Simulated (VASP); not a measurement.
# DyAgH2 (I4_1/amd) in VASP: notebook

Runs on DyAgH2. Level: PBE. Tasks: single point, relaxation of shape and atoms at fixed volume.

Everything below comes from runs of VASP 6.6.1. Logs are shortened: lines on timing, memory, paths and dates and some standing lists are left out, and cuts for length are marked.

## Step 1: The cell of the first run

Symmetry: I4_1/amd, No. 141, tetragonal system. Conventional cell: a = 4.342 Å, b = 4.342 Å, c = 11.083 Å, α = 90.00°, β = 90.00°, γ = 90.00°. Within 2.9 Å of Dy (site symmetry -4m2) lie 6 H at 2.22 to 2.24 Å. Within 3.1 Å of Ag (site symmetry -4m2) lie 4 H at 2.24 Å and 4 Dy at 3.07 Å. Within 2.9 Å of H (site symmetry 2mm) lie 3 Dy at 2.22 to 2.24 Å and 2 Ag at 2.24 Å and 2 H at 2.74 Å.

## Step 2: Single point, PBE

Input file INCAR:

```
ALGO     = Normal         # electronic algorithm
EDIFF    = 1E-6           # SCF threshold, eV
ENCUT    = 500            # plane-wave cutoff, eV
GGA      = PE             # functional
GGA_COMPAT= False        
ISIF     = 2              # what is computed and relaxed
ISMEAR   = 0              # smearing method
LASPH    = True           # aspherical terms in the spheres
LCHARG   = False          # write CHGCAR
LMAXMIX  = 6              # l up to which the mixer works
LREAL    = False          # projectors in reciprocal space
LWAVE    = False          # write WAVECAR
NBANDS   = 32             # bands
NELM     = 200            # most SCF steps
PREC     = Accurate       # precision mode
SIGMA    = 0.2            # smearing width, eV
```

Input file KPOINTS:

```
k-points
0
Gamma
  6 6 6
```

Input file POSCAR:

```
DyAgH2
1.0
    0.0000000000     -4.3424434088      0.0000000000
    4.3424434088      0.0000000000      0.0000000000
   -2.1712217044      2.1712217044      5.5415678828
Dy Ag H
2 2 4
Direct
    0.0000000000      0.0000000000      0.0000000000
    0.7500000000      0.2500000000      0.5000000000
    0.5000000000      0.5000000000      0.0000000000
    0.2500000000      0.7500000000      0.5000000000
    0.2003177511      0.2003177511      0.4006355022
    0.7996822489      0.7996822489      0.5993644978
    0.5496822489      0.0496822489      0.0993644978
    0.9503177511      0.4503177511      0.9006355022
```

Potentials or basis: VASP PAW PBE potentials, release 64 (Dy_3, Ag, H), 4f in core.

Launch:

```console
$ cat potpaw_PBE.64/Dy_3/POTCAR potpaw_PBE.64/Ag/POTCAR potpaw_PBE.64/H/POTCAR > POTCAR
$ mpirun -np 1 vasp_std > vasp.out
```

OUTCAR:

```text
EDIFF = 1E-6
   ENCUT = 500
   GGA = PE
   ISIF = 2
   ISMEAR = 0
   LASPH = True
   LREAL = False
   NELM = 200
   PREC = Accurate

 ion  position               nearest neighbor table
   1  0.000  0.000  0.000-   5 2.22   6 2.22   7 2.24   8 2.24   8 2.24   7 2.24   3 3.07   3 3.07
                             3 3.07   3 3.07   2 3.52   4 3.52   4 3.52   2 3.52   2 3.52   2 3.52
   2  0.750  0.250  0.500-   7 2.22   8 2.22   6 2.24   5 2.24   6 2.24   5 2.24   4 3.07   4 3.07
                             4 3.07   4 3.07   1 3.52   3 3.52   3 3.52   3 3.52   1 3.52   3 3.52
   3  0.500  0.500  0.000-   7 2.24   8 2.24   8 2.24   7 2.24   1 3.07   1 3.07   1 3.07   1 3.07
                             2 3.52   4 3.52   2 3.52   4 3.52   4 3.52   4 3.52   2 3.52   2 3.52
   4  0.250  0.750  0.500-   6 2.24   5 2.24   6 2.24   5 2.24   2 3.07   2 3.07   2 3.07   2 3.07
                             1 3.52   3 3.52   1 3.52   3 3.52   1 3.52   3 3.52   3 3.52   1 3.52
   5  0.200  0.200  0.401-   1 2.22   4 2.24   2 2.24   2 2.24   4 2.24
   6  0.800  0.800  0.599-   1 2.22   2 2.24   4 2.24   2 2.24   4 2.24
   7  0.550  0.050  0.099-   2 2.22   3 2.24   1 2.24   1 2.24   3 2.24
   8  0.950  0.450  0.901-   2 2.22   1 2.24   3 2.24   1 2.24   3 2.24

  LATTYP: Found a body centered tetragonal cell.
 ALAT       =     4.3424434088
 C/A-ratio  =     2.5522809907

  Lattice vectors:

 A1 = (  -2.1712217044,  -2.1712217044,  -5.5415678828)
 A2 = (   2.1712217044,   2.1712217044,  -5.5415678828)
 A3 = (   2.1712217044,  -2.1712217044,   5.5415678828)

Analysis of symmetry for initial positions (statically):
=====================================================================
 Subroutine PRICEL returns:
 Original cell was already a primitive cell.

 Routine SETGRP: Setting up the symmetry group for a
 body centered tetragonal supercell.

 Subroutine GETGRP returns: Found 16 space group operations
 (whereof  8 operations were pure point group operations)
 out of a pool of 16 trial point group operations.

The static configuration has the point symmetry D_2d.
 The point group associated with its full space group is D_4h.

Analysis of symmetry for dynamics (positions and initial velocities):
=====================================================================
 Subroutine PRICEL returns:
 Original cell was already a primitive cell.

 Routine SETGRP: Setting up the symmetry group for a
 body centered tetragonal supercell.

 Subroutine GETGRP returns: Found 16 space group operations
 (whereof  8 operations were pure point group operations)
 out of a pool of 16 trial point group operations.

The dynamic configuration has the point symmetry D_2d.
 The point group associated with its full space group is D_4h.

 Subroutine INISYM returns: Found 16 space group operations
 (whereof  8 operations are pure point group operations),
 and found     1 'primitive' translations

----------------------------------------------------------------------------------------

                                     Primitive cell

  volume of cell :     104.4963

  direct lattice vectors                    reciprocal lattice vectors
     0.000000000 -4.342443409  0.000000000     0.000000000 -0.230285097  0.090227172
     4.342443409  0.000000000  0.000000000     0.230285097  0.000000000  0.090227172
    -2.171221704  2.171221704  5.541567883     0.000000000  0.000000000  0.180454345

  length of vectors
     4.342443409  4.342443409  6.335407010     0.247330080  0.247330080  0.180454345

  position of ions in fractional coordinates (direct lattice)
     0.000000000  0.000000000  0.000000000
     0.750000000  0.250000000  0.500000000
     0.500000000  0.500000000  0.000000000
     0.250000000  0.750000000  0.500000000
     0.200317751  0.200317751  0.400635502
     0.799682249  0.799682249  0.599364498
     0.549682249  0.049682249  0.099364498
     0.950317751  0.450317751  0.900635502

  ion indices of the primitive-cell ions
   primitive index   ion index
                 1           1
[... 59 lines left out ...]
[... 24 lines left out ...]
     31      10.6808      0.00000
     32      11.3772      0.00000

 k-point     3 :       0.3333    0.0000   -0.0000
  band No.  band energies     occupation
      1     -18.5519      2.00000
      2     -18.4272      2.00000
      3     -18.3456      2.00000
      4     -18.2697      2.00000
      5     -18.2275      2.00000
      6     -18.1171      2.00000
[... 24 lines left out ...]
     31      10.1791      0.00000
     32      10.7752      0.00000

 k-point     4 :       0.5000    0.0000   -0.0000
  band No.  band energies     occupation
      1     -18.5404      2.00000
      2     -18.4646      2.00000
      3     -18.3507      2.00000
      4     -18.2663      2.00000
      5     -18.2235      2.00000
      6     -18.1381      2.00000
[... 24 lines left out ...]
     31       9.3513      0.00000
     32      10.9907      0.00000

 k-point     5 :       0.1667    0.1667   -0.0000
  band No.  band energies     occupation
      1     -18.5498      2.00000
      2     -18.3853      2.00000
      3     -18.3570      2.00000
      4     -18.2626      2.00000
      5     -18.2261      2.00000
      6     -18.1100      2.00000
[... 584 lines left out ...]
     31      10.0957      0.00000
     32      10.4390      0.00000

 k-point    22 :       0.3333    0.3333    0.1667
  band No.  band energies     occupation
      1     -18.4990      2.00000
      2     -18.4990      2.00000
      3     -18.3461      2.00000
      4     -18.3461      2.00000
      5     -18.1727      2.00000
      6     -18.1727      2.00000
[... 24 lines left out ...]
     31      10.6516      0.00000
     32      10.6516      0.00000

 k-point    23 :      -0.3333    0.3333    0.1667
  band No.  band energies     occupation
      1     -18.5442      2.00000
      2     -18.4651      2.00000
      3     -18.3750      2.00000
      4     -18.3228      2.00000
      5     -18.2043      2.00000
      6     -18.1222      2.00000
[... 24 lines left out ...]
     31      10.9127      0.00000
     32      11.0499      0.00000

 k-point    24 :       0.5000    0.5000    0.1667
  band No.  band energies     occupation
      1     -18.5214      2.00000
      2     -18.5214      2.00000
      3     -18.3637      2.00000
      4     -18.3637      2.00000
      5     -18.1607      2.00000
      6     -18.1607      2.00000
[... 24 lines left out ...]
     31      10.8731      0.00000
     32      10.8731      0.00000

 [... further k-points ...]

------------------------ aborting loop because EDIFF is reached ----------------------------------------

  FORCE on cell =-STRESS in cart. coord.  units (eV):
  Direction    XX          YY          ZZ          XY          YZ          ZX
  --------------------------------------------------------------------------------------
  -------------------------------------------------------------------------------------
  Total        0.2866247      0.2866247      0.4614038      0.0000000      0.0000000     -0.0000000
  in kB        4.3946393      4.3946393      7.0744193      0.0000000      0.0000000     -0.0000000
  external PRESSURE =       5.2878993 kB  Pullay stress =       0.0000000 kB

 VOLUME and BASIS-vectors are now :
 -----------------------------------------------------------------------------
  energy-cutoff  :      500.00
  volume of cell :      104.50
      direct lattice vectors                 reciprocal lattice vectors
     0.000000000 -4.342443409  0.000000000     0.000000000 -0.230285097  0.090227172
     4.342443409  0.000000000  0.000000000     0.230285097  0.000000000  0.090227172
    -2.171221704  2.171221704  5.541567883     0.000000000  0.000000000  0.180454345

 POSITION                                       TOTAL-FORCE (eV/Angst)
 -----------------------------------------------------------------------------------
      0.00000      0.00000      0.00000         0.000000      0.000000      0.000000
      0.00000     -2.17122      2.77078        -0.000000     -0.000000      0.000000
      2.17122     -2.17122      0.00000        -0.000000      0.000000      0.000000
      2.17122      0.00000      2.77078         0.000000      0.000000      0.000000
      0.00000     -0.00000      2.22015         0.000000     -0.000000     -0.040888
      2.17122     -2.17122      3.32142        -0.000000     -0.000000      0.040888
     -0.00000     -2.17122      0.55064         0.000000      0.000000      0.040888
      0.00000     -2.17122      4.99093         0.000000     -0.000000     -0.040888
 -----------------------------------------------------------------------------------
    total drift:                               -0.000000      0.000000     -0.000000

  FREE ENERGIE OF THE ION-ELECTRON SYSTEM (eV)
  ---------------------------------------------------
  free  energy   TOTEN  =       -30.6225441974 eV

  energy  without entropy=      -30.5702609574  energy(sigma->0) =      -30.59640258
```

Run time: 69 s. Hardware: 1 thread of Intel Xeon Platinum 8559C (Emerald Rapids), shared host; peak memory 0.26 GiB.

What came out:

| Quantity | Value |
| --- | --- |
| Free energy | -30.6225 eV |
| Pressure | 0.5 GPa |
| Largest force | 0.041 eV/Å |
| Band gap on the k mesh | zero (bands 22 and 23 overlap by 1.63 eV) |

Forces on the atoms (eV/Å):
```
Dy   0.000  0.000  0.000
Dy   0.000  0.000  0.000
Ag   0.000  0.000  0.000
Ag   0.000  0.000  0.000
H    0.000  0.000 -0.041
H    0.000  0.000  0.041
H    0.000  0.000  0.041
H    0.000  0.000 -0.041
```

Levels at points of the mesh, in eV from the Fermi level:
```tsv
k point	band 18	band 19	band 20	band 21	band 22	band 23	band 24	band 25	band 26	band 27
(0.00, 0.00, 0.00)	-3.70	-2.50	-1.90	-0.05	0.78	0.98	0.98	2.14	2.14	3.31
(0.50, 0.00, 0.00)	-4.39	-3.62	-3.17	-2.11	0.07	0.58	1.60	1.97	2.09	2.70
(0.50, 0.50, 0.00)	-4.27	-3.70	-3.70	-2.42	-2.42	0.70	0.70	2.58	2.58	3.28
(0.00, 0.00, 0.50)	-4.25	-2.60	-2.60	1.01	1.01	1.70	1.70	2.43	2.43	3.79
```

Caveat: spin-orbit coupling is left out, which moves the levels of the heavy elements; the 4f electrons are frozen in the core, so they carry no moment and show no levels.

## Step 3: Relaxation of shape and atoms at fixed volume, PBE (13.45 Å³/atom)

This run uses another cell than the first one, of 13.45 Å³/atom.

Input file INCAR:

```
PREC     = Accurate       # precision mode
ENCUT    = 500            # plane-wave cutoff, eV
EDIFF    = 1E-7           # SCF threshold, eV
ISMEAR   = 0              # smearing method
SIGMA    = 0.1            # smearing width, eV
LREAL    = F              # projectors in reciprocal space
LASPH    = T              # aspherical terms in the spheres
NELM     = 200            # most SCF steps
ALGO     = Normal         # electronic algorithm
ISIF     = 4              # what is computed and relaxed
LWAVE    = F              # write WAVECAR
LCHARG   = F              # write CHGCAR
GGA      = PE             # functional
IBRION   = 2              # ionic algorithm
NSW      = 50             # ionic steps
EDIFFG   = -0.01          # ionic threshold
GGA_COMPAT= F            
NELMIN   = 4            
LMAXMIX  = 6              # l up to which the mixer works
```

Input file KPOINTS:

```
regular mesh
0
Gamma
  10 10 10
```

Input file POSCAR:

```
DyAgH2
1.0
   -2.1927203472      2.1927203472      5.5964384600
    2.1927203472     -2.1927203472      5.5964384600
    2.1927203472      2.1927203472     -5.5964384600
Dy Ag H
2 2 4
Direct
    0.0000000000      0.0000000000      0.0000000000
    0.7500000000      0.2500000000      0.5000000000
    0.5000000000      0.5000000000      0.0000000000
    0.2500000000      0.7500000000      0.5000000000
    0.2003177511      0.2003177511      0.0000000000
    0.7996822489      0.7996822489      0.0000000000
    0.5496822489      0.0496822489      0.5000000000
    0.9503177511      0.4503177511      0.5000000000
```

Potentials or basis: VASP PAW PBE potentials, release 64 (Dy_3, Ag, H), 4f in core.

Launch:

```console
$ cat potpaw_PBE.64/Dy_3/POTCAR potpaw_PBE.64/Ag/POTCAR potpaw_PBE.64/H/POTCAR > POTCAR
$ mpirun -np 1 vasp_std > vasp.out
```

It took 8.6 min on 1 thread of Intel Xeon 6975P-C (Granite Rapids), shared host; peak memory 0.53 GiB.

It converged, with:

* Free energy: -30.5933 eV
* Energy gained by relaxing: 0.2 meV/atom
* Ionic steps: 5
* Pressure after relaxing: -1.8 GPa
* Band gap on the k mesh: zero (bands 22 and 23 overlap by 1.69 eV)

Forces on the atoms (eV/Å):
```
Dy   0.000  0.000  0.000
Dy   0.000  0.000  0.000
Ag   0.000  0.000  0.000
Ag   0.000  0.000  0.000
H    0.000  0.000 -0.002
H    0.000  0.000  0.002
H    0.000  0.000  0.002
H    0.000  0.000 -0.002
```

Step by step:
| step | energy change (eV) | largest force (eV/Å) | pressure (GPa) | volume (Å³) |
| --- | --- | --- | --- | --- |
| 1 | 0.0000 | 0.0235 | -1.92 | 107.63 |
| 2 | -0.0005 | 0.0273 | -1.89 | 107.63 |
| 3 | -0.0008 | 0.0331 | -1.86 | 107.63 |
| 4 | -0.0011 | 0.0235 | -1.84 | 107.63 |
| 5 | -0.0014 | 0.0023 | -1.80 | 107.63 |

Final structure:
```
Dy Ag H
1.0
    -2.18792    2.18792    5.62104
     2.18792   -2.18792    5.62104
     2.18792    2.18792   -5.62104
Dy Ag H
2 2 4
Direct
  0.00000 0.00000 0.00000
  0.75000 0.25000 0.50000
  0.50000 0.50000 0.00000
  0.25000 0.75000 0.50000
  0.19930 0.19930 0.00000
  0.80070 0.80070 0.00000
  0.55070 0.05070 0.50000
  0.94930 0.44930 0.50000
```

Levels at points of the mesh, in eV from the Fermi level:
```
           k point  band 18  band 19  band 20  band 21  band 22  band 23  band 24  band 25  band 26  band 27
(0.00, 0.00, 0.00)    -3.74    -2.62    -1.99    -0.09     0.66     0.92     0.92     2.03     2.03     3.18
(0.50, 0.00, 0.00)    -4.40    -3.65    -3.25    -2.15     0.05     0.54     1.47     1.86     2.00     2.57
(0.50, 0.50, 0.00)    -4.26    -3.74    -3.74    -2.46    -2.46     0.63     0.63     2.43     2.43     3.16
(0.50, 0.50, 0.50)    -4.27    -2.67    -2.67     0.94     0.94     1.59     1.59     2.33     2.33     3.63
```

Caveat: spin-orbit coupling is left out, which moves the levels of the heavy elements; the 4f electrons are frozen in the core, so they carry no moment and show no levels. Spin polarisation is off, so any magnetic state and its effect on volume and gap are missing.

## Step 4: Relaxation of shape and atoms at fixed volume, PBE (13.85 Å³/atom)

This run uses another cell than the first one, of 13.85 Å³/atom.

Input file INCAR:

```
SYSTEM = DyAgH2
PREC = Accurate
ENCUT = 500
EDIFF = 1E-7
ISMEAR = 0
SIGMA = 0.1
LREAL = .FALSE.
LASPH = .TRUE.
NELM = 200
ALGO = Normal
ISIF = 4
LWAVE = .FALSE.
LCHARG = .FALSE.
GGA = PE
IBRION = 2
NSW = 50
EDIFFG = -0.01
GGA_COMPAT = .FALSE.
NELMIN = 4
LMAXMIX = 6
```

Input file KPOINTS:

```
Automatic mesh
0
G
  10 10 10
  0 0 0
```

Input file POSCAR:

```
DyAgH2
1.0
   -2.2097997896      2.2097997896      5.6707566473
    2.2097997896     -2.2097997896      5.6707566473
    2.2097997896      2.2097997896     -5.6707566473
Dy Ag H
2 2 4
Direct
    0.0000000000      0.0000000000      0.0000000000
    0.7500000000      0.2500000000      0.5000000000
    0.5000000000      0.5000000000      0.0000000000
    0.2500000000      0.7500000000      0.5000000000
    0.1992407890      0.1992407890      0.0000000000
    0.8007592110      0.8007592110      0.0000000000
    0.5507592110      0.0507592110      0.5000000000
    0.9492407890      0.4492407890      0.5000000000
```

Launch:

```console
$ cat potpaw_PBE.64/Dy_3/POTCAR potpaw_PBE.64/Ag/POTCAR potpaw_PBE.64/H/POTCAR > POTCAR
$ mpirun -np 1 vasp_std > vasp.out
```

It took 8.6 min on 1 thread of Intel Xeon 6975P-C (Granite Rapids), shared host; peak memory 0.53 GiB.

The run converged. Its results:

- Free energy: -30.5417 eV
- Energy gained by relaxing: 0.1 meV/atom
- Ionic steps: 5
- Pressure after relaxing: -3.6 GPa
- Band gap on the k mesh: zero (bands 22 and 23 overlap by 1.64 eV)

The path:
```csv
step,energy change (eV),largest force (eV/Å),pressure (GPa),volume (Å³)
1,0.0000,0.0210,-3.73,110.77
2,-0.0004,0.0242,-3.71,110.77
3,-0.0007,0.0289,-3.68,110.77
4,-0.0009,0.0213,-3.67,110.77
5,-0.0012,0.0006,-3.63,110.77
```

Final structure:
```xyz
8
Lattice="-2.2054 2.2054 5.6933 2.2054 -2.2054 5.6933 2.2054 2.2054 -5.6933" Properties=species:S:1:pos:R:3 pbc="T T T"
Dy    0.0000    0.0000    0.0000
Dy    0.0000    2.2054    2.8466
Ag    0.0000    0.0000    5.6933
Ag    2.2054    0.0000    2.8466
H     0.0000    0.0000    2.2577
H     0.0000    0.0000    9.1289
H     0.0000    2.2054    0.5890
H     0.0000    2.2054    5.1043
```

Levels at points of the mesh, in eV from the Fermi level:
```tsv
k point	band 20	band 21	band 22	band 23	band 24	band 25
(0.00, 0.00, 0.00)	-2.03	-0.08	0.58	0.90	0.90	1.97
(0.50, 0.00, 0.00)	-3.27	-2.14	0.07	0.53	1.38	1.80
(0.50, 0.50, 0.00)	-3.72	-2.45	-2.45	0.61	0.61	2.34
(0.50, 0.50, 0.50)	-2.70	0.92	0.92	1.54	1.54	2.27
```

Caveat: spin-orbit coupling is left out, which moves the levels of the heavy elements; the 4f electrons are frozen in the core, so they carry no moment and show no levels.

## Step 5: Overview

```csv
task,cell,k mesh,smearing,gap on the mesh (eV),pressure (GPa)
single point,"a = 4.342, b = 4.342, c = 6.335 Å, angles 110.0, 110.0, 90.0°, 8 atoms, atomic positions A",6 × 6 × 6,gaussian 0.2 eV,none,0.5
relaxation of shape and atoms at fixed volume,"relaxed from a = 6.398 Å, angles 139.9, 139.9, 58.0°, 8 atoms, atomic positions B",10 × 10 × 10,gaussian 0.1 eV,none,-1.8
relaxation of shape and atoms at fixed volume,"relaxed from a = 6.475 Å, angles 140.1, 140.1, 57.7°, 8 atoms, atomic positions C",10 × 10 × 10,gaussian 0.1 eV,none,-3.6
```

Alike in all rows: level PBE; potentials or basis VASP PAW PBE potentials, release 64 (Dy_3, Ag, H), 4f in core; no spin polarisation; cutoff (eV) 500.

Caveats: spin-orbit coupling is left out, which moves the levels of the heavy elements; the 4f electrons are frozen in the core, so they carry no moment and show no levels.

Absolute energies hang on the potentials; compare differences alone.
